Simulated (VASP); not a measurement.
Set up this calculation in VASP 6.6.1, as the native input.

```
Task                   : single point
Functional             : PBE
Potentials or basis    : VASP PAW PBE potentials, release 64 (Na_pv, Cl)
Cutoff                 : 520 eV
k mesh                 : 3 × 3 × 1
Occupations            : gaussian, width 0.1 eV
Spin                   : no spin polarisation
Dipole correction      : yes
Further INCAR settings : ALGO = Normal; EDIFF = 1e-07; NBANDS = 58
```

The structure of Na12Cl lies in POSCAR:

```
Na12Cl
1.0
    8.3906381142      0.0000000000      0.0000000000
    0.0000000000      8.3906381142      0.0000000000
    0.0000000000      0.0000000000     19.6953190567
Na Cl
12 1
Direct
    0.2500000000      0.2500000000      0.2030939427
    0.2500000000      0.7500000000      0.2030939427
    0.7500000000      0.2500000000      0.2030939427
    0.7500000000      0.7500000000      0.2030939427
    0.0000000000      0.0000000000      0.3095994287
    0.0000000000      0.5000000000      0.3095994287
    0.5000000000      0.0000000000      0.3095994287
    0.5000000000      0.5000000000      0.3095994287
    0.2500000000      0.2500000000      0.4161049147
    0.2500000000      0.7500000000      0.4161049147
    0.7500000000      0.2500000000      0.4161049147
    0.7500000000      0.7500000000      0.4161049147
    0.4000000000      0.4500000000      0.4770340212
```

One way to write it, as run:

INCAR

```
ALGO = Normal ; DIPOL = 0.5 0.5 0.322
EDIFF = 1E-7 ; ENCUT = 520
GGA = PE ; IDIPOL = 3
ISIF = 2 ; ISMEAR = 0
LASPH = T ; LCHARG = T
LDIPOL = T ; LELF = T
LREAL = F ; LVACPOTAV = T
LVHAR = T ; LWAVE = F
NBANDS = 58 ; NELM = 60
PREC = Accurate ; SIGMA = 0.1
```

KPOINTS

```
k-points
0
Gamma
  3 3 1
```

Potentials or basis: VASP PAW PBE potentials, release 64 (Na_pv, Cl).

Launch:

```console
$ cat potpaw_PBE.64/Na_pv/POTCAR potpaw_PBE.64/Cl/POTCAR > POTCAR
$ mpirun -np 1 vasp_std > vasp.out
```

It gave:

| Property | Result |
| --- | --- |
| Largest force | 0.853 eV/Å |
| Band gap on the k mesh | zero (an odd number of electrons rules out a gap without spin polarisation) |

It took 13 min on 1 thread of Intel(R) Xeon(R) Platinum 8488C (Sapphire Rapids), on a shared host, peak memory 1.2 GiB.
